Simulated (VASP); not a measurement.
A run of VASP 6.6.1:

INCAR

```
ALGO = Normal
EDIFF = 1E-6
ENCUT = 520
GGA = PE
ISIF = 2
ISMEAR = 0
LASPH = True
LCHARG = False
LREAL = False
LWAVE = False
NBANDS = 12
NELM = 60
PREC = Accurate
SIGMA = 0.15
```

The input KPOINTS:

```
k-points
0
Gamma
  20 20 20
```

File POSCAR:

```
Ta
1.0
   -1.5191776000      1.5191776000      1.6512800000
    1.5191776000     -1.5191776000      1.6512800000
    1.5191776000      1.5191776000     -1.6512800000
Ta
1
Direct
    0.0000000000      0.0000000000      0.0000000000
```

Potentials or basis: VASP PAW PBE potentials, release 64 (Ta_pv).

Run with:

```console
$ cat potpaw_PBE.64/Ta_pv/POTCAR > POTCAR
$ mpirun -np 1 vasp_std > vasp.out
```

Hardware: 1 thread of Intel(R) Xeon(R) 6975P-C (Granite Rapids), on a shared host.

Estimate the wall time of this run.

Wall time 34 s on 1 thread of Intel(R) Xeon(R) 6975P-C (Granite Rapids), on a shared host, peak memory 0.22 GiB. Counts: scf iterations 11, k points 641.
